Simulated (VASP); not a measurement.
# TiN (Fm-3m) in VASP: notebook

Runs on TiN. Level: PBE. Tasks: electric field gradients.

All numbers are computed with VASP 6.6.1; they aren't measurements. Logs are shortened: lines on timing, memory, paths and dates and some standing lists are left out, and cuts for length are marked.

**1. The cell of the first run**

The structure is cubic, space group Fm-3m (No. 225). Conventional cell: a = 4.300 Å, b = 4.300 Å, c = 4.300 Å, α = 90.00°, β = 90.00°, γ = 90.00°. Ti (site symmetry m-3m) has 6 N at 2.15 Å within 2.8 Å. Within 2.8 Å of N (site symmetry m-3m) lie 6 Ti at 2.15 Å.

**2. Electric field gradients, PBE (volume scaled by 1.04)**

Contents of INCAR:

```
ALGO = Normal ; EDIFF = 1E-8
ENCUT = 520 ; GGA = PE
ISIF = 2 ; ISMEAR = -1
LASPH = T ; LCHARG = F
LEFG = T ; LREAL = F
LWAVE = F ; NBANDS = 16
NELM = 100 ; PREC = Accurate
SIGMA = 0.05
```

Contents of KPOINTS:

```
k-points
0
Gamma
  13 13 13
```

Contents of POSCAR:

```
TiN
1.0
    0.0000000000      2.1499242549      2.1499242549
    2.1499242549      0.0000000000      2.1499242549
    2.1499242549      2.1499242549      0.0000000000
Ti N
1 1
Direct
    0.0000000000      0.0000000000      0.0000000000
    0.5000000000      0.5000000000      0.5000000000
```

Potentials or basis: VASP PAW PBE potentials, release 64 (Ti_sv, N).

Started as:

```sh
cat potpaw_PBE.64/Ti_sv/POTCAR potpaw_PBE.64/N/POTCAR > POTCAR
mpirun -np 1 vasp_std > vasp.out
```

OUTCAR:

```text
EDIFF = 1E-8
   ENCUT = 520
   GGA = PE
   ISIF = 2
   ISMEAR = -1
   LASPH = T
   LREAL = F
   NELM = 100
   PREC = Accurate

 ion  position               nearest neighbor table
   1  0.000  0.000  0.000-   2 2.15   2 2.15   2 2.15   2 2.15   2 2.15   2 2.15
   2  0.500  0.500  0.500-   1 2.15   1 2.15   1 2.15   1 2.15   1 2.15   1 2.15

  LATTYP: Found a face centered cubic cell.
 ALAT       =     4.2998485098

  Lattice vectors:

 A1 = (   0.0000000000,   2.1499242549,   2.1499242549)
 A2 = (   2.1499242549,   0.0000000000,   2.1499242549)
 A3 = (   2.1499242549,   2.1499242549,   0.0000000000)

Analysis of symmetry for initial positions (statically):
=====================================================================
 Subroutine PRICEL returns:
 Original cell was already a primitive cell.

 Routine SETGRP: Setting up the symmetry group for a
 face centered cubic supercell.

 Subroutine GETGRP returns: Found 48 space group operations
 (whereof 48 operations were pure point group operations)
 out of a pool of 48 trial point group operations.

The static configuration has the point symmetry O_h .

Analysis of symmetry for dynamics (positions and initial velocities):
=====================================================================
 Subroutine PRICEL returns:
 Original cell was already a primitive cell.

 Routine SETGRP: Setting up the symmetry group for a
 face centered cubic supercell.

 Subroutine GETGRP returns: Found 48 space group operations
 (whereof 48 operations were pure point group operations)
 out of a pool of 48 trial point group operations.

The dynamic configuration has the point symmetry O_h .

 Subroutine INISYM returns: Found 48 space group operations
 (whereof 48 operations are pure point group operations),
 and found     1 'primitive' translations

----------------------------------------------------------------------------------------

                                     Primitive cell

  volume of cell :      19.8746

  direct lattice vectors                    reciprocal lattice vectors
     0.000000000  2.149924255  2.149924255    -0.232566333  0.232566333  0.232566333
     2.149924255  0.000000000  2.149924255     0.232566333 -0.232566333  0.232566333
     2.149924255  2.149924255  0.000000000     0.232566333  0.232566333 -0.232566333

  length of vectors
     3.040452039  3.040452039  3.040452039     0.402816705  0.402816705  0.402816705

  position of ions in fractional coordinates (direct lattice)
     0.000000000  0.000000000  0.000000000
     0.500000000  0.500000000  0.500000000

  ion indices of the primitive-cell ions
   primitive index   ion index
                 1           1
                 2           2

----------------------------------------------------------------------------------------

 KPOINTS: k-points

Automatic generation of k-mesh.
 Grid dimensions read from file:
 generate k-points for:   13   13   13

 Generating k-lattice:

  Cartesian coordinates                     Fractional coordinates (reciprocal lattice)
    -0.017889718  0.017889718  0.017889718     0.076923077  0.000000000  0.000000000
     0.017889718 -0.017889718  0.017889718     0.000000000  0.076923077  0.000000000
     0.017889718  0.017889718 -0.017889718     0.000000000  0.000000000  0.076923077

  Length of vectors
     0.030985900  0.030985900  0.030985900

  Shift w.r.t. Gamma in fractional coordinates (k-lattice)
     0.000000000  0.000000000  0.000000000

 Subroutine IBZKPT returns following result:
 ===========================================

 Found     84 irreducible k-points:

 Following reciprocal coordinates:
            Coordinates               Weight
  0.000000  0.000000  0.000000      1.000000
  0.076923  0.000000  0.000000      8.000000
  0.153846  0.000000  0.000000      8.000000
  0.230769  0.000000  0.000000      8.000000
  0.307692  0.000000  0.000000      8.000000
  0.384615  0.000000  0.000000      8.000000
[... 16 lines left out ...]
  0.384615  0.153846  0.000000     24.000000
  0.461538  0.153846  0.000000     24.000000
 [... further k-points ...]
   k-points           NKPTS =     84   k-points in BZ     NKDIM =     84   number of bands    NBANDS=     16
   number of dos      NEDOS =    301   number of ions     NIONS =      2
   total plane-waves  NPLWV =  13824
   dimension x,y,z NGX =    24 NGY =   24 NGZ =   24
   dimension x,y,z NGXF=    48 NGYF=   48 NGZF=   48
   ions per type =               1   1
   NGX,Y,Z   is equivalent  to a cutoff of  13.12, 13.12, 13.12 a.u.
   NGXF,Y,Z  is equivalent  to a cutoff of  26.25, 26.25, 26.25 a.u.
 SYSTEM =  unknown system
   PREC   = accura    normal or accurate (medium, high low for compatibility)
   ISTART =      0    job   : 0-new  1-cont  2-samecut
   ICHARG =      2    charge: 1-file 2-atom 10-const
   ISPIN  =      1    spin polarized calculation?
   LNONCOLLINEAR =      F non collinear calculations
   LSORBIT =      F    spin-orbit coupling
   LASPH  =      T    aspherical Exc in radial PAW
   ENCUT  =  520.0 eV  38.22 Ry    6.18 a.u.   5.65  5.65  5.65*2*pi/ulx,y,z
   NELM   =    100;   NELMIN=  2; NELMDL= -5     # of ELM steps
   EDIFF  = 0.1E-07   stopping-criterion for ELM
   LREAL  =      F    real-space projection
   EDIFFG = 0.1E-06   stopping-criterion for IOM
   NSW    =      0    number of steps for IOM
   IBRION =     -1    ionic relax: 0-MD 1-quasi-New 2-CG
   NFREE  =      0    steps in history (QN), initial steepest desc. (CG)
   ISIF   =      2    stress and relaxation
   ISYM   =      2    0-nonsym 1-usesym 2-fastsym
   POTIM  = 0.5000    time-step for ionic-motion
   TEBEG  =    0.0;   TEEND  =   0.0 temperature during run
   PSTRESS=    0.0 pullay stress
   NELECT =      17.0000    total number of electrons
   NUPDOWN=      -1.0000    fix difference up-down
   EMIN   =  10.00;   EMAX   =-10.00  energy-range for DOS
   EFERMI =   0.00;   METHOD = LEGACY
   ISMEAR =    -1;   SIGMA  =   0.05  broadening in eV -4-tet -1-fermi 0-gaus
   EFERMI_NEDOS =   21; number of points for ismear=-14 and -15
   IALGO  =     38    algorithm
   IMIX   =      4    mixing-type and parameters
     AMIX     =   0.40;   BMIX     =  1.00
     AMIX_MAG =   1.60;   BMIX_MAG =  1.00
  volume/ion in A,a.u.               =       9.94        67.06
  Fermi-wavevector in a.u.,A,eV,Ry     =   1.554025  2.936681 32.857981  2.414993
  Thomas-Fermi vector in A             =   2.658171
   LORBIT       =      0    0 simple, 1 ext, 2 COOP (PROOUT), +10 PAW based schemes
   GGA     = PE    functional components
   LHFCALC =     F    Hartree Fock is set to
   AEXX    =    0.0000 exact exchange contribution
   IVDW    =     0    specifies the selected vdW correction
   LEPSILON=     F    determine dielectric tensor
   LRPA    =     F    only Hartree local field effects (RPA)
 non-spin polarized calculation
  energy-cutoff  :      520.00
  volume of cell :       19.87
 maximum number of plane-waves:       548
   NGX = 11   NGY = 11   NGZ = 11

 number of electron      17.0000002 magnetization

 Free energy of the ion-electron system (eV)
  ---------------------------------------------------
  ext. energy  EPLUGINS =         0.00000000
  ---------------------------------------------------
  free energy    TOTEN  =       -19.62219268 eV

  energy without entropy =      -19.61491165  energy(sigma->0) =      -19.61855217

 E-fermi :  10.9278     XC(G=0): -12.7956

 val. band max:       10.8424009513   @ k =  -0.1538   0.2308   0.0769
 cond. band min:      10.9478122912   @ k =  -0.1538   0.1538   0.0000
 fundamental gap:      0.1054113399
 Fermi energy:        10.9277597930

 k-point     1 :       0.0000    0.0000    0.0000
  band No.  band energies     occupation
      1     -47.0291      2.00000
      2     -23.0357      2.00000
      3     -23.0357      2.00000
      4     -23.0357      2.00000
      5      -5.9473      2.00000
      6       8.9127      2.00000
[... 8 lines left out ...]
     15      23.9512      0.00000
     16      30.1011      0.00000

 k-point     2 :       0.0769    0.0000    0.0000
  band No.  band energies     occupation
      1     -47.0245      2.00000
      2     -23.0686      2.00000
      3     -23.0385      2.00000
      4     -23.0385      2.00000
      5      -5.8402      2.00000
      6       8.2977      2.00000
[... 8 lines left out ...]
     15      24.0028      0.00000
     16      29.9478      0.00000
[... 387 lines left out ...]
      5      -4.3460      2.00000
      6       4.3547      2.00000
[... 8 lines left out ...]
     15      23.4026      0.00000
     16      25.5765      0.00000

 k-point    24 :       0.4615    0.1538    0.0000
  band No.  band energies     occupation
      1     -46.9467      2.00000
      2     -23.5088      2.00000
      3     -23.1422      2.00000
      4     -23.1157      2.00000
      5      -3.9936      2.00000
      6       3.8481      2.00000
[... 8 lines left out ...]
     15      23.5312      0.00000
     16      24.7727      0.00000

 [... further k-points ...]
[... 5 lines left out ...]
  --------------------------------------------------------------------------------------
  -------------------------------------------------------------------------------------
  Total       -1.1283193     -1.1283193     -1.1283193      0.0000000     -0.0000000      0.0000000
  in kB      -90.9584672    -90.9584672    -90.9584672      0.0000000     -0.0000000      0.0000000
  external PRESSURE =     -90.9584672 kB  Pullay stress =       0.0000000 kB

 VOLUME and BASIS-vectors are now :
 -----------------------------------------------------------------------------
  energy-cutoff  :      520.00
  volume of cell :       19.87
      direct lattice vectors                 reciprocal lattice vectors
     0.000000000  2.149924255  2.149924255    -0.232566333  0.232566333  0.232566333
     2.149924255  0.000000000  2.149924255     0.232566333 -0.232566333  0.232566333
     2.149924255  2.149924255  0.000000000     0.232566333  0.232566333 -0.232566333

 POSITION                                       TOTAL-FORCE (eV/Angst)
 -----------------------------------------------------------------------------------
      0.00000      0.00000      0.00000        -0.000000      0.000000      0.000000
      2.14992      2.14992      2.14992         0.000000     -0.000000     -0.000000
 -----------------------------------------------------------------------------------
    total drift:                                0.000000     -0.000000     -0.000000

  FREE ENERGIE OF THE ION-ELECTRON SYSTEM (eV)
  ---------------------------------------------------
  free  energy   TOTEN  =       -19.6221926819 eV

  energy  without entropy=      -19.6149116489  energy(sigma->0) =      -19.61855217

 Electric field gradients (V/A^2)
---------------------------------------------------------------------
 ion       V_xx      V_yy      V_zz      V_xy      V_xz      V_yz
---------------------------------------------------------------------
   1       0.000    -0.000    -0.000     0.001     0.001     0.001
   2      -0.000     0.000    -0.000    -0.000    -0.000    -0.000
---------------------------------------------------------------------

 Electric field gradients after diagonalization (V/A^2)
 (convention: |V_zz| > |V_xx| > |V_yy|)
----------------------------------------------------------------------
 ion       V_xx      V_yy      V_zz     asymmetry (V_yy - V_xx)/ V_zz
----------------------------------------------------------------------
   1      -0.001    -0.001     0.001       0.000
   2       0.000     0.000    -0.001       0.000
----------------------------------------------------------------------

           NMR quadrupolar parameters

 Cq : quadrupolar parameter    Cq=e*Q*V_zz/h
 eta: asymmetry parameters     (V_yy - V_xx)/ V_zz
 Q  : nuclear electric quadrupole moment in mb (millibarn)
----------------------------------------------------------------------
 ion       Cq(MHz)       eta       Q (mb)
----------------------------------------------------------------------
   1       0.000       0.000       1.000
   2      -0.000       0.000       1.000
----------------------------------------------------------------------
```

It took 22 s on 1 thread of AMD EPYC 9R45 (Zen 5), shared host; peak memory 0.12 GiB.

Results:

| Property | Result |
| --- | --- |
| Free energy | -19.6222 eV |
| Pressure | -9.1 GPa |

Levels at points of the mesh, in eV from the Fermi level:
```tsv
k point	band 7	band 8	band 9	band 10	band 11	band 12
(0.00, 0.00, 0.00)	-2.02	-2.02	-0.61	-0.61	-0.61	0.51
```

Caveat: without QUAD_EFG the Cq values of the log hold for a quadrupole moment of 1 mb, not for the nuclei.

[end of part 1 of 3]
